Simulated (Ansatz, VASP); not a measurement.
**MgO in VASP and in Ansatz**

```
Mg O
1.0
     3.61130    0.00000    0.00000
    -1.80565    3.12748    0.00000
     0.00000    0.00000    4.40440
Mg O
2 2
Direct
  0.66667 0.33333 0.75000
  0.33333 0.66667 0.25000
  0.66667 0.33333 0.25000
  0.33333 0.66667 0.75000
```

Alike in both runs: task single point; functional PBEsol; k mesh 9 × 9 × 6; occupations gaussian, width 0.05 eV; no spin polarisation.

|  | VASP | Ansatz |
| --- | --- | --- |
| version | VASP 6.6.1 | Ansatz 0.2.0 |
| potentials or method | VASP PAW PBE potentials, release 64 (Mg, O), cutoff 520 eV | scalar-relativistic, plane waves, PAW |
| valence electrons in the cell | 16 | 32 |

Ansatz gave:

```
gap on the k mesh at the Fermi level (eV)                     : 2.70
least direct gap on the mesh (eV)                             : 2.70
pressure (GPa)                                                : -11.8
traceless stress, the component that is largest in VASP (GPa) : -1.33
```

Problem. Estimate VASP's values.

Solution. gap on the k mesh at the Fermi level (eV): 2.69; least direct gap on the mesh (eV): 2.69; pressure (GPa): -12.3; traceless stress, the component that is largest in VASP (GPa): -1.37.

VASP's potentials were made for PBE, not for PBEsol, and Ansatz warns of the same on its side. VASP's potentials hold 16 valence electrons a cell and Ansatz's 32, so a difference there can come from the potentials and not from the codes.
